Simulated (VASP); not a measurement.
Set up this calculation in VASP 6.6.1, as the native input.

```yaml
Task: single point
Functional: LDA
Potentials_or_basis: VASP PAW LDA potentials, release 64 (C_h)
Cutoff: 1300 eV
k_mesh: 12 × 12 × 12
Occupations: gaussian, width 0.05 eV
Spin: no spin polarisation
Dipole_correction: no
Further_INCAR_settings: ALGO = Normal; EDIFF = 1e-06; NBANDS = 11
```

The structure of C lies in POSCAR:

```
C
1.0
    0.2237658205      1.9020094744      1.9020094744
    1.9020094744      0.2237658205      1.9020094744
    1.9020094744      1.9020094744      0.2237658205
C
2
Direct
    0.5000000000      0.5000000000      0.5000000000
    0.7500000000      0.7500000000      0.7500000000
```

These files were run (other wordings do the same):

INCAR

```
SYSTEM = C
ALGO = Normal ; EDIFF = 1E-6
ENCUT = 1300 ; GGA = CA
GGA_COMPAT = .False. ; ISIF = 2
ISMEAR = 0 ; LASPH = .True.
LCHARG = .False. ; LREAL = .False.
LWAVE = .False. ; NBANDS = 11
NELM = 120 ; PREC = Accurate
SIGMA = 0.05
```

KPOINTS

```
k-points
0
Gamma
  12 12 12
  0 0 0
```

Potentials or basis: VASP PAW LDA potentials, release 64 (C_h).

Launch:

```sh
$ cat potpaw_LDA.64/C_h/POTCAR > POTCAR
$ mpirun -np 1 vasp_std > vasp.out
```

It gave:

- Pressure: 4.3 GPa
- Largest force: 1.069 eV/Å
- Band gap on the k mesh: 0.61 eV

Caveat: the cell stands under pressure; forces of over 1 eV/Å act on the atoms, so gaps and moduli don't describe the material at rest.

It took 37 s on 1 thread of Intel(R) Xeon(R) Platinum 8488C (Sapphire Rapids), with other jobs on the host, peak memory 0.19 GiB.
